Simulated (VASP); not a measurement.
# SiC: relaxation of the atoms with LDA

SiC:

```
Si C
1.0
     3.09732    0.00000    0.00000
    -1.54866    2.68235    0.00000
     0.00000    0.00000    4.88385
Si C
2 2
Direct
  0.33333 0.66667 0.00460
  0.66667 0.33333 0.50460
  0.33333 0.66667 0.38040
  0.66667 0.33333 0.88040
```

```
Program                : VASP 6.6.1
Task                   : relaxation of the atoms
Functional             : LDA
Potentials or basis    : VASP PAW LDA potentials, release 64 (Si, C)
Cutoff                 : 520 eV
k mesh                 : 12 × 12 × 6
Occupations            : gaussian, width 0.05 eV
Spin                   : no spin polarisation
Dipole correction      : no
Further INCAR settings : ALGO = Normal; EDIFF = 1e-06; IBRION = 2; EDIFFG = -0.01; NSW = 50
```

```json
{"Energy gained by relaxing": "3.0 meV/atom", "Ionic steps": "3", "Pressure after relaxing": "0.4 GPa", "Band gap on the k mesh": "2.16 eV (least direct gap 3.58 eV)"}
```

Stress tensor (GPa, compression positive):
```
-6.24  0.00  0.00
 0.00 -6.24  0.00
 0.00  0.00 13.69
```

Step by step:
| step | energy change (eV) | largest force (eV/Å) | pressure (GPa) |
| --- | --- | --- | --- |
| 1 | 0.0000 | 0.5005 | 0.78 |
| 2 | -0.0016 | 0.4321 | 0.17 |
| 3 | -0.0120 | 0.0004 | 0.40 |

Final structure:
```
Si C
1.0
     3.09732    0.00000    0.00000
    -1.54866    2.68235    0.00000
     0.00000    0.00000    4.88385
Si C
2 2
Cartesian
  0.0000 1.7882 0.0102
  1.5487 0.8941 2.4521
  0.0000 1.7882 1.8701
  1.5487 0.8941 4.3120
```

Levels at points of the mesh, in eV from the valence-band top:
```tsv
k point	band 4	band 5	band 6	band 7	band 8	band 9	band 10	band 11	band 12
(0.00, 0.00, 0.00)	-1.79	-1.79	-0.27	-0.27	0.00	4.10	6.16	6.16	6.60
(0.50, 0.00, 0.00)	-6.29	-5.66	-3.78	-3.49	-1.37	2.21	4.30	6.73	6.88
(0.00, 0.00, 0.50)	-4.24	-1.10	-1.10	-1.10	-1.10	5.35	5.35	6.87	6.87
(0.50, 0.00, 0.50)	-8.56	-2.80	-2.80	-2.27	-2.27	3.16	3.16	5.23	5.23
```

Wall time 21 s on 1 thread of Intel(R) Xeon(R) 6975P-C (Granite Rapids), on a shared host, peak memory 0.15 GiB.

A k mesh can miss the band edges.
